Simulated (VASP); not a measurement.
Wanted: the native input for a VASP 6.6.1 run.

```
Task                   : single point
Functional             : PBE
Potentials or basis    : VASP PAW PBE potentials, release 64 (Mg, O)
Cutoff                 : 520 eV
k mesh                 : 8 × 8 × 6
Occupations            : gaussian, width 0.05 eV
Spin                   : no spin polarisation
Dipole correction      : no
Further INCAR settings : ALGO = Normal; EDIFF = 1e-06; NBANDS = 16
```

The structure of MgO lies in POSCAR:

```
MgO
1.0
    0.0000000000     -2.1351500000     -2.1351500000
    0.0000000000      2.1351500000     -2.1351500000
    4.2703000000      0.0000000000      0.0000000000
Mg O
2 2
Direct
    0.5000000000      0.5000000000      0.5000000000
    0.0000000000      0.0000000000      0.0000000000
    0.5000000000      0.5000000000      0.0000000000
    0.0000000000      0.0000000000      0.5000000000
```

These files were run (other wordings do the same):

INCAR

```
PREC = Accurate ; ENCUT = 520
EDIFF = 1E-6 ; ISMEAR = 0
SIGMA = 0.05 ; LREAL = False
LASPH = True ; NELM = 80
ALGO = Normal ; ISIF = 2
LWAVE = False ; LCHARG = True
GGA = PE ; LELF = True
LVHAR = True ; NBANDS = 16
```

KPOINTS

```
regular mesh
0
Gamma
  8 8 6
```

Potentials or basis: VASP PAW PBE potentials, release 64 (Mg, O).

Launch:

```sh
$ cat potpaw_PBE.64/Mg/POTCAR potpaw_PBE.64/O/POTCAR > POTCAR
$ mpirun -np 1 vasp_std > vasp.out
```

Results of the run:

```
Pressure               : -2.5 GPa
Band gap on the k mesh : 4.34 eV
```

It took 13 s on 1 thread of Intel(R) Xeon(R) Platinum 8488C (Sapphire Rapids), on a shared host, peak memory 0.17 GiB.
